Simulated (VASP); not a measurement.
# SmZn3I2 (R-3m) in VASP: notebook

The runs below take SmZn3I2 through relaxation of cell and atoms, single point, with PBE.

All numbers are computed with VASP 6.6.1; they aren't measurements. Logs are shortened: lines on timing, memory, paths and dates and some standing lists are left out, and cuts for length are marked.

### Step 1. The cell of the first run

It takes space group R-3m (No. 166, trigonal). Conventional cell: a = 6.404 Å, b = 6.404 Å, c = 15.349 Å, α = 90.00°, β = 90.00°, γ = 120.00°. Sm (site symmetry -3m) has 6 Zn at 3.16 Å and 6 I at 3.77 Å within 4.2 Å. Within 4.2 Å of Zn (site symmetry 2/m) lie 2 Sm at 3.16 Å and 4 Zn at 3.20 Å and 6 I at 3.69 to 3.78 Å. Within 4.8 Å of I (site symmetry 3m) lie 4 I at 3.65 to 3.98 Å and 9 Zn at 3.69 to 3.78 Å and 3 Sm at 3.77 Å.

The cell was built from a structure type or drawn by symmetry, and may not be a known phase.

### Step 2. Relaxation of cell and atoms, PBE

INCAR

```
  PREC = Accurate
  ENCUT = 500
  EDIFF = 1E-7
  ISMEAR = 0
  SIGMA = 0.2
  LREAL = F
  LASPH = T
  NELM = 200
  ALGO = Normal
  ISIF = 3
  LWAVE = F
  LCHARG = F
  GGA = PE
  IBRION = 2
  NSW = 36
  EDIFFG = -0.08
  GGA_COMPAT = F
  NELMIN = 4
  LMAXMIX = 6
```

KPOINTS

```
regular mesh
0
Gamma
  3 3 3
```

POSCAR

```
SmZn3I2
1.0
    3.2019799400      1.8486639800      5.1164113800
   -3.2019799400      1.8486639800      5.1164113800
    0.0000000000     -3.6973279600      5.1164113800
Sm Zn I
1 3 2
Direct
    0.0000000000      0.0000000000      0.0000000000
    0.0000000000      0.5000000000      0.0000000000
    0.5000000000      0.0000000000      0.0000000000
    0.0000000000      0.0000000000      0.5000000000
    0.6188781900      0.6188781900      0.6188781900
    0.3811218100      0.3811218100      0.3811218100
```

Potentials or basis: VASP PAW PBE potentials, release 64 (Sm_3, Zn, I), 4f in core.

Command:

```
> cat potpaw_PBE.64/Sm_3/POTCAR potpaw_PBE.64/Zn/POTCAR potpaw_PBE.64/I/POTCAR > POTCAR
> mpirun -np 1 vasp_std > vasp.out
```

OUTCAR:

```text
PREC = Accurate
   ENCUT = 500
   EDIFF = 1E-7
   ISMEAR = 0
   LREAL = F
   LASPH = T
   NELM = 200
   ISIF = 3
   GGA = PE
   IBRION = 2
   NSW = 36
   EDIFFG = -0.08
   NELMIN = 4

 ion  position               nearest neighbor table
   1  0.000  0.000  0.000-   4 3.16   4 3.16   2 3.16   3 3.16   2 3.16   3 3.16
   2  0.000  0.500  0.000-   1 3.16   1 3.16
   3  0.500  0.000  0.000-   1 3.16   1 3.16
   4  0.000  0.000  0.500-   1 3.16   1 3.16
   5  0.619  0.619  0.619-
   6  0.381  0.381  0.381-

  LATTYP: Found a trigonal (rhomboedric) cell.
 ALAT       =     6.3125192639
 COS(alpha) =     0.4854094858

  Lattice vectors:

 A1 = (   3.2019799400,   1.8486639800,   5.1164113800)
 A2 = (  -3.2019799400,   1.8486639800,   5.1164113800)
 A3 = (   0.0000000000,  -3.6973279600,   5.1164113800)

Analysis of symmetry for initial positions (statically):
=====================================================================
 Subroutine PRICEL returns:
 Original cell was already a primitive cell.

 Routine SETGRP: Setting up the symmetry group for a
 trigonal (rhombohedral) supercell.

 Subroutine GETGRP returns: Found 12 space group operations
 (whereof 12 operations were pure point group operations)
 out of a pool of 12 trial point group operations.

The static configuration has the point symmetry D_3d.

Analysis of symmetry for dynamics (positions and initial velocities):
=====================================================================
 Subroutine PRICEL returns:
 Original cell was already a primitive cell.

 Routine SETGRP: Setting up the symmetry group for a
 trigonal (rhombohedral) supercell.

 Subroutine GETGRP returns: Found 12 space group operations
 (whereof 12 operations were pure point group operations)
 out of a pool of 12 trial point group operations.

The dynamic configuration has the point symmetry D_3d.

 Subroutine INISYM returns: Found 12 space group operations
 (whereof 12 operations are pure point group operations),
 and found     1 'primitive' translations

----------------------------------------------------------------------------------------

                                     Primitive cell

  volume of cell :     181.7161

  direct lattice vectors                    reciprocal lattice vectors
     3.201979940  1.848663980  5.116411380     0.156153383  0.090155198  0.065149830
    -3.201979940  1.848663980  5.116411380    -0.156153383  0.090155198  0.065149830
     0.000000000 -3.697327960  5.116411380     0.000000000 -0.180310395  0.065149830

  length of vectors
     6.312519264  6.312519264  6.312519264     0.191719428  0.191719428  0.191719428

  position of ions in fractional coordinates (direct lattice)
     0.000000000  0.000000000  0.000000000
     1.000000000  0.500000000  0.000000000
     0.500000000  1.000000000  0.000000000
     0.000000000  0.000000000  0.500000000
     0.618878190  0.618878190  0.618878190
     0.381121810  0.381121810  0.381121810

  ion indices of the primitive-cell ions
   primitive index   ion index
                 1           1
                 2           2
                 3           3
                 4           4
                 5           5
                 6           6

----------------------------------------------------------------------------------------

 KPOINTS: regular mesh

Automatic generation of k-mesh.
 Grid dimensions read from file:
 generate k-points for:    3    3    3

 Generating k-lattice:

  Cartesian coordinates                     Fractional coordinates (reciprocal lattice)
     0.052051128  0.030051733  0.021716610     0.333333333 -0.000000000  0.000000000
    -0.052051128  0.030051733  0.021716610    -0.000000000  0.333333333  0.000000000
     0.000000000 -0.060103465  0.021716610     0.000000000  0.000000000  0.333333333

  Length of vectors
     0.063906476  0.063906476  0.063906476

  Shift w.r.t. Gamma in fractional coordinates (k-lattice)
     0.000000000  0.000000000  0.000000000

 Subroutine IBZKPT returns following result:
 ===========================================

 Found      6 irreducible k-points:

 Following reciprocal coordinates:
            Coordinates               Weight
  0.000000  0.000000  0.000000      1.000000
  0.333333  0.000000 -0.000000      6.000000
  0.333333  0.333333  0.000000      6.000000
 -0.333333  0.333333  0.000000      6.000000
  0.333333  0.333333  0.333333      2.000000
 -0.333333  0.333333  0.333333      6.000000
   k-points           NKPTS =      6   k-points in BZ     NKDIM =      6   number of bands    NBANDS=     36
   number of dos      NEDOS =    301   number of ions     NIONS =      6
   total plane-waves  NPLWV = 110592
   dimension x,y,z NGX =    48 NGY =   48 NGZ =   48
   dimension x,y,z NGXF=    96 NGYF=   96 NGZF=   96
   ions per type =               1   3   2
   NGX,Y,Z   is equivalent  to a cutoff of  12.64, 12.64, 12.64 a.u.
   NGXF,Y,Z  is equivalent  to a cutoff of  25.28, 25.28, 25.28 a.u.
 SYSTEM =  unknown system
   PREC   = accura    normal or accurate (medium, high low for compatibility)
   ISTART =      0    job   : 0-new  1-cont  2-samecut
   ICHARG =      2    charge: 1-file 2-atom 10-const
   ISPIN  =      1    spin polarized calculation?
   LNONCOLLINEAR =      F non collinear calculations
   LSORBIT =      F    spin-orbit coupling
   LASPH  =      T    aspherical Exc in radial PAW
   ENCUT  =  500.0 eV  36.75 Ry    6.06 a.u.  11.51 11.51 11.51*2*pi/ulx,y,z
   NELM   =    200;   NELMIN=  4; NELMDL= -5     # of ELM steps
   EDIFF  = 0.1E-06   stopping-criterion for ELM
   LREAL  =      F    real-space projection
   EDIFFG = -.8E-01   stopping-criterion for IOM
   NSW    =     36    number of steps for IOM
   IBRION =      2    ionic relax: 0-MD 1-quasi-New 2-CG
   NFREE  =      1    steps in history (QN), initial steepest desc. (CG)
   ISIF   =      3    stress and relaxation
   ISYM   =      2    0-nonsym 1-usesym 2-fastsym
   POTIM  = 0.5000    time-step for ionic-motion
   TEBEG  =    0.0;   TEEND  =   0.0 temperature during run
   PSTRESS=    0.0 pullay stress
   NELECT =      61.0000    total number of electrons
   NUPDOWN=      -1.0000    fix difference up-down
   EMIN   =  10.00;   EMAX   =-10.00  energy-range for DOS
   EFERMI =   0.00;   METHOD = LEGACY
   ISMEAR =     0;   SIGMA  =   0.20  broadening in eV -4-tet -1-fermi 0-gaus
   EFERMI_NEDOS =   21; number of points for ismear=-14 and -15
   IALGO  =     38    algorithm
   IMIX   =      4    mixing-type and parameters
     AMIX     =   0.40;   BMIX     =  1.00
     AMIX_MAG =   1.60;   BMIX_MAG =  1.00
  volume/ion in A,a.u.               =      30.29       204.38
  Fermi-wavevector in a.u.,A,eV,Ry     =   1.137768  2.150070 17.612957  1.294516
  Thomas-Fermi vector in A             =   2.274473
   LORBIT       =      0    0 simple, 1 ext, 2 COOP (PROOUT), +10 PAW based schemes
   GGA     = PE    functional components
   LHFCALC =     F    Hartree Fock is set to
   AEXX    =    0.0000 exact exchange contribution
   IVDW    =     0    specifies the selected vdW correction
   LEPSILON=     F    determine dielectric tensor
   LRPA    =     F    only Hartree local field effects (RPA)
 conjugate gradient relaxation of ions
 non-spin polarized calculation
 Gauss-broadening in eV      SIGMA  =   0.20
  energy-cutoff  :      500.00
  volume of cell :      181.72
 maximum number of plane-waves:      4635
 NGX is ok and might be reduce to    48
   NGX = 23   NGY = 23   NGZ = 23

--------------------------------------- Ionic step        1  -------------------------------------------

 number of electron      60.9999996 magnetization

 Free energy of the ion-electron system (eV)
  ---------------------------------------------------
  ext. energy  EPLUGINS =         0.00000000
  ---------------------------------------------------
  free energy    TOTEN  =       -12.11953695 eV

  energy without entropy =      -12.05950241  energy(sigma->0) =      -12.08951968

------------------------ aborting loop because EDIFF is reached ----------------------------------------

  FORCE on cell =-STRESS in cart. coord.  units (eV):
  Direction    XX          YY          ZZ          XY          YZ          ZX
  --------------------------------------------------------------------------------------
  -------------------------------------------------------------------------------------
  Total       -5.5471910     -5.5471910      0.3101163      0.0000000      0.0000000      0.0000000
  in kB      -48.9091833    -48.9091833      2.7342732      0.0000000      0.0000000      0.0000000
  external PRESSURE =     -31.6946978 kB  Pullay stress =       0.0000000 kB
[... 101 lines left out ...]
  FREE ENERGIE OF THE ION-ELECTRON SYSTEM (eV)
  ---------------------------------------------------
  free  energy   TOTEN  =       -12.7362056187 eV

  energy  without entropy=      -12.6748277620  energy(sigma->0) =      -12.70551669

[... ionic steps 4 to 12 ...]

--------------------------------------- Ionic step       13  -------------------------------------------

 number of electron      61.0000018 magnetization

------------------------ aborting loop because EDIFF is reached ----------------------------------------

  FORCE on cell =-STRESS in cart. coord.  units (eV):
  Direction    XX          YY          ZZ          XY          YZ          ZX
  --------------------------------------------------------------------------------------
  -------------------------------------------------------------------------------------
  Total        0.7181682      0.7181682      0.1951003      0.0000000      0.0000000      0.0000000
  in kB        7.4197060      7.4197060      2.0156650      0.0000000      0.0000000      0.0000000
  external PRESSURE =       5.6183590 kB  Pullay stress =       0.0000000 kB
[... 65 lines left out ...]
  energy  without entropy=      -12.7672018292  energy(sigma->0) =      -12.79513960

--------------------------------------- Ionic step       15  -------------------------------------------

 number of electron      61.0000011 magnetization

 Free energy of the ion-electron system (eV)
  ---------------------------------------------------
  ext. energy  EPLUGINS =         0.00000000
  ---------------------------------------------------
  free energy    TOTEN  =       -12.82955871 eV

  energy without entropy =      -12.78750368  energy(sigma->0) =      -12.80853120

 E-fermi :   4.4184     XC(G=0):  -9.7463

 val. band max:        4.3320735529   @ k =  -0.3333   0.3333   0.3333
 cond. band min:       4.6200343253   @ k =  -0.3333   0.3333   0.0000
 fundamental gap:      0.2879607724
 Fermi energy:         4.4183611837

 k-point     1 :       0.0000    0.0000    0.0000
  band No.  band energies     occupation
      1     -37.7402      2.00000
      2     -17.1854      2.00000
      3     -17.1854      2.00000
      4     -17.0380      2.00000
      5     -10.0984      2.00000
      6      -8.6213      2.00000
[... 256 lines left out ...]
  FREE ENERGIE OF THE ION-ELECTRON SYSTEM (eV)
  ---------------------------------------------------
  free  energy   TOTEN  =       -12.8295587140 eV

  energy  without entropy=      -12.7875036778  energy(sigma->0) =      -12.80853120

 reached required accuracy - stopping structural energy minimisation
```

Run time: 6.3 min. Hardware: 1 thread of AMD EPYC 9R45 (Zen 5), shared host; peak memory 0.34 GiB.

Results:

```
Free energy                           : -12.8296 eV
Relaxed volume                        : 26.27 Å³/atom
Relaxed cell                          : a = 6.326 Å, b = 6.326 Å, c = 6.326 Å, α = 54.86°, β = 54.86°, γ = 54.86°
Space group after relaxing (to 0.1 Å) : R-3m (No. 166)
Energy gained by relaxing             : 118.3 meV/atom
Ionic steps                           : 15
Pressure after relaxing               : 0.2 GPa
Largest force after relaxing          : 0.014 eV/Å
Band gap on the k mesh                : zero (an odd number of electrons rules out a gap without spin polarisation)
```

Forces in eV/Å, atoms in the order of the input:
```
Sm   0.000  0.000  0.000
Zn   0.000  0.000  0.000
Zn   0.000  0.000  0.000
Zn   0.000  0.000  0.000
I    0.000  0.000 -0.014
I    0.000  0.000  0.014
```

Step by step:
```csv
step,energy change (eV),largest force (eV/Å),pressure (GPa),volume (Å³)
1,0.0000,0.6573,-3.17,181.72
2,-0.4464,0.5011,-1.73,166.28
3,-0.6167,0.3446,0.39,154.21
4,-0.6214,0.3023,1.08,151.38
5,-0.6217,0.3111,0.93,151.96
6,-0.6616,0.2266,0.37,154.49
7,-0.6752,0.1848,-0.02,156.62
8,-0.6769,0.1715,-0.17,157.55
9,-0.6771,0.1680,-0.22,157.83
10,-0.6824,0.1469,-0.02,157.00
11,-0.6878,0.0865,0.64,154.52
12,-0.6899,0.0804,0.62,154.66
13,-0.6954,0.0631,0.56,155.08
14,-0.7035,0.0326,0.45,155.91
15,-0.7100,0.0142,0.24,157.59
```

Final structure:
```cif
data_structure
_symmetry_space_group_name_H-M 'P 1'
_symmetry_Int_Tables_number 1
_cell_length_a 6.3261
_cell_length_b 6.3261
_cell_length_c 6.3261
_cell_angle_alpha 54.859
_cell_angle_beta 54.859
_cell_angle_gamma 54.859
_cell_volume 157.59
loop_
_atom_site_label
_atom_site_type_symbol
_atom_site_fract_x
_atom_site_fract_y
_atom_site_fract_z
_atom_site_occupancy
Sm1 Sm 0.00000 0.00000 0.00000 1
Zn1 Zn 0.00000 0.50000 0.00000 1
Zn2 Zn 0.50000 0.00000 0.00000 1
Zn3 Zn 0.00000 0.00000 0.50000 1
I1 I 0.64076 0.64076 0.64076 1
I2 I 0.35924 0.35924 0.35924 1
```

Caveat: the k points lie up to 0.43 Å⁻¹ apart in the final cell, too coarse for converged energies and pressures of a metal; spin-orbit coupling is left out, which moves the levels of the heavy elements; the 4f electrons are frozen in the core, so they carry no moment and show no levels; an odd number of electrons without spin polarisation forces a metal; a magnetic or distorted state may lie lower; the run has no spin polarisation, though such a crystal can be magnetic. Spin polarisation is off, so any magnetic state and its effect on volume and gap are missing.

### Step 3. Single point, PBE

This run uses another cell than the first one, of 25.91 Å³/atom.

INCAR

```
  PREC = Accurate
  ENCUT = 500
  EDIFF = 1E-6
  ISMEAR = 0
  SIGMA = 0.1
  LREAL = False
  LASPH = True
  NELM = 200
  ALGO = Normal
  ISIF = 2
  LWAVE = False
  LCHARG = False
  GGA = PE
  NBANDS = 40
  GGA_COMPAT = False
  LMAXMIX = 6
```

KPOINTS

```
Automatic mesh
0
Gamma
  6 6 6
```

POSCAR

```
SmZn3I2
1.0
    2.9075147663      1.6786544330      5.3078484145
   -2.9075147663      1.6786544330      5.3078484145
    0.0000000000     -3.3573088660      5.3078484145
Sm Zn I
1 3 2
Direct
    0.0000000000      0.0000000000      0.0000000000
    0.0000000000      0.5000000000      0.0000000000
    0.5000000000      0.0000000000      0.0000000000
    0.0000000000      0.0000000000      0.5000000000
    0.6297693228      0.6297693228      0.6297693228
    0.3702306772      0.3702306772      0.3702306772
```

Potentials or basis: VASP PAW PBE potentials, release 64 (Sm_3, Zn, I), 4f in core.

Command:

```
> cat potpaw_PBE.64/Sm_3/POTCAR potpaw_PBE.64/Zn/POTCAR potpaw_PBE.64/I/POTCAR > POTCAR
> mpirun -np 1 vasp_std > vasp.out
```

Wall time 3.7 min (1 thread of Intel Xeon Platinum 8488C (Sapphire Rapids), shared host); peak memory 0.42 GiB.

The run converged. Its results:

```
Free energy            : -12.8219 eV
Pressure               : 0.2 GPa
Largest force          : 0.006 eV/Å
Band gap on the k mesh : zero (an odd number of electrons rules out a gap without spin polarisation)
```

Forces on the atoms (eV/Å):
```
Sm   0.000  0.000  0.000
Zn   0.000  0.000  0.000
Zn   0.000  0.000  0.000
Zn   0.000  0.000  0.000
I    0.000  0.000 -0.006
I    0.000  0.000  0.006
```

Stress tensor (GPa, compression positive):
```
0.19 0.00 0.00
0.00 0.19 0.00
0.00 0.00 0.29
```

Levels at points of the mesh, in eV from the Fermi level:
| k point | band 26 | band 27 | band 28 | band 29 | band 30 | band 31 | band 32 | band 33 | band 34 | band 35 |
| --- | --- | --- | --- | --- | --- | --- | --- | --- | --- | --- |
| (0.00, 0.00, 0.00) | -3.69 | -3.38 | -3.38 | -1.77 | -1.77 | -0.74 | 1.06 | 1.06 | 2.17 | 2.66 |
| (0.50, 0.00, 0.00) | -3.68 | -3.66 | -3.25 | -2.74 | -1.83 | 0.46 | 1.30 | 1.35 | 1.92 | 2.62 |
| (0.50, 0.50, 0.00) | -2.95 | -2.69 | -2.42 | -2.22 | -0.56 | -0.14 | -0.08 | 0.55 | 1.98 | 2.18 |
| (0.50, 0.50, 0.50) | -2.94 | -2.94 | -2.03 | -1.97 | -0.76 | -0.76 | -0.48 | -0.48 | 0.43 | 2.38 |

Caveat: spin-orbit coupling is left out, which moves the levels of the heavy elements; the 4f electrons are frozen in the core, so they carry no moment and show no levels; an odd number of electrons without spin polarisation forces a metal; a magnetic or distorted state may lie lower; the run has no spin polarisation, though such a crystal can be magnetic.
